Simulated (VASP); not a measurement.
A run of VASP 6.6.1:

INCAR

```
PREC = Accurate
ENCUT = 520
EDIFF = 1E-8
ISMEAR = -1
SIGMA = 0.01
LREAL = F
LASPH = T
NELM = 80
ALGO = Normal
ISIF = 2
LWAVE = F
LCHARG = F
LEFG = T
NBANDS = 18
```

The input KPOINTS:

```
regular mesh
0
Gamma
  9 9 9
```

File POSCAR:

```
HfO2
1.0
    0.0000000000      2.5659967402      2.5659967402
    2.5659967402      0.0000000000      2.5659967402
    2.5659967402      2.5659967402      0.0000000000
Hf O
1 2
Direct
    0.0000000000      0.0000000000      0.0000000000
    0.2500000000      0.2500000000      0.2500000000
    0.7500000000      0.7500000000      0.7500000000
```

Potentials or basis: VASP PAW LDA potentials, release 64 (Hf_pv, O).

Launch:

```sh
$ cat potpaw_LDA.64/Hf_pv/POTCAR potpaw_LDA.64/O/POTCAR > POTCAR
$ mpirun -np 1 vasp_std > vasp.out
```

Hardware: 1 thread of Intel Xeon 6975P-C, on a shared host.

Estimate the wall time of this run.

It took 13 s on 1 thread of Intel Xeon 6975P-C, on a shared host, peak memory 0.15 GiB. Counts: scf iterations 14, k points 35.
